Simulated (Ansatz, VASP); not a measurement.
# Two plane-wave programs on TaN

INCAR

```
SYSTEM = TaN
PREC = Accurate
ENCUT = 520
EDIFF = 1E-7
ISMEAR = 0
SIGMA = 0.15
LREAL = .FALSE.
LASPH = .TRUE.
NELM = 80
ALGO = Normal
ISIF = 2
LWAVE = .FALSE.
LCHARG = .FALSE.
GGA = PS
NBANDS = 24
```

KPOINTS

```
regular mesh
0
G
  18 18 12
  0 0 0
```

POSCAR

```
TaN
1.0
    2.9546254402      0.0000000000      0.0000000000
   -1.4773127201      2.5587806899      0.0000000000
    0.0000000000      0.0000000000      5.2640750496
Ta N
2 2
Direct
    0.3333333333      0.6666666667      0.0000000000
    0.6666666667      0.3333333333      0.5000000000
    0.3333333333      0.6666666667      0.3850000000
    0.6666666667      0.3333333333      0.8850000000
```

Input for Ansatz:

```yaml
crystal:
  lattice:
    - [2.9546254402, 0.0, 0.0]
    - [-1.4773127201, 2.5587806899, 0.0]
    - [0.0, 0.0, 5.2640750496]
  atoms:
    - { symbol: Ta, position: [0.3333333333, 0.6666666667, 0.0] }
    - { symbol: Ta, position: [0.6666666667, 0.3333333333, 0.5] }
    - { symbol: "N", position: [0.3333333333, 0.6666666667, 0.385] }
    - { symbol: "N", position: [0.6666666667, 0.3333333333, 0.885] }
basis:
  ecutwfc: 420
kpoints:
  mp_grid: { grid: [18, 18, 12] }
hamiltonian:
  xc: pbesol
scf:
  occupations: { method: gaussian, width: 0.15 }
output:
  forces: true
  stress: true
  eigenvalues: true
```

Alike in both runs: task single point; functional PBEsol; k mesh 18 × 18 × 12; occupations gaussian, width 0.15 eV; no spin polarisation.

|  | VASP | Ansatz |
| --- | --- | --- |
| version | VASP 6.6.1 | Ansatz 0.2.0 |
| potentials or method | VASP PAW PBE potentials, release 64 (Ta_pv, N), cutoff 520 eV | scalar-relativistic, plane waves, PAW |
| valence electrons in the cell | 32 | 36 |

VASP gave:

| Quantity | Value |
| --- | --- |
| gap on the k mesh at the Fermi level (eV) | none |
| rms of the force components (eV/Å) | 3.868 |

Task: Estimate Ansatz's values.

Result: gap on the k mesh at the Fermi level (eV): none; rms of the force components (eV/Å): 3.778.

VASP's potentials were made for PBE, not for PBEsol. Atom by atom the forces differ by 0.091 eV/Å (rms over components). A gap of «none» marks a metal or a gap that the smearing closes. The functional is the same, so the differences come from potentials, cutoffs and numerics. VASP's potentials hold 32 valence electrons a cell and Ansatz's 36, so a difference there can come from the potentials and not from the codes.

Neither program's run includes spin-orbit coupling.
